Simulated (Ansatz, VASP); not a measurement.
## One calculation of SiO2, two programs

```
CELL_PARAMETERS angstrom
4.17230 0.00000 0.00000
0.00000 4.17230 0.00000
0.00000 0.00000 2.93190
ATOMIC_POSITIONS crystal
Si 0.50000 0.50000 0.50000
Si 0.00000 0.00000 0.00000
O 0.69301 0.69301 0.00000
O 0.19301 0.80699 0.50000
O 0.30699 0.30699 0.00000
O 0.80699 0.19301 0.50000
```

Alike in both runs: task single point; functional PBE; k mesh 6 × 6 × 8; occupations gaussian, width 0.05 eV; no spin polarisation.

|  | VASP | Ansatz |
| --- | --- | --- |
| version | VASP 6.6.1 | Ansatz 0.2.0 |
| potentials or method | VASP PAW PBE potentials, release 64 (Si, O), cutoff 520 eV | scalar-relativistic, plane waves, PAW |
| valence electrons in the cell | 32 | 32 |

|  | VASP | Ansatz | Ansatz less VASP |
| --- | --- | --- | --- |
| gap on the k mesh at the Fermi level (eV) | 3.68 | 3.70 | +0.021 |
| least direct gap on the mesh (eV) | 3.68 | 3.70 | +0.021 |
| pressure (GPa) | -17.0 | -17.3 | -0.24 |
| traceless stress, the component that is largest in VASP (GPa) | -24.60 | -24.77 | -0.171 |
| rms of the force components (eV/Å) | 0.236 | 0.238 | +0.0019 |

Atom by atom the forces differ by 0.002 eV/Å (rms over components). With one functional, cell and mesh, what is left measures potentials, basis and numerics.
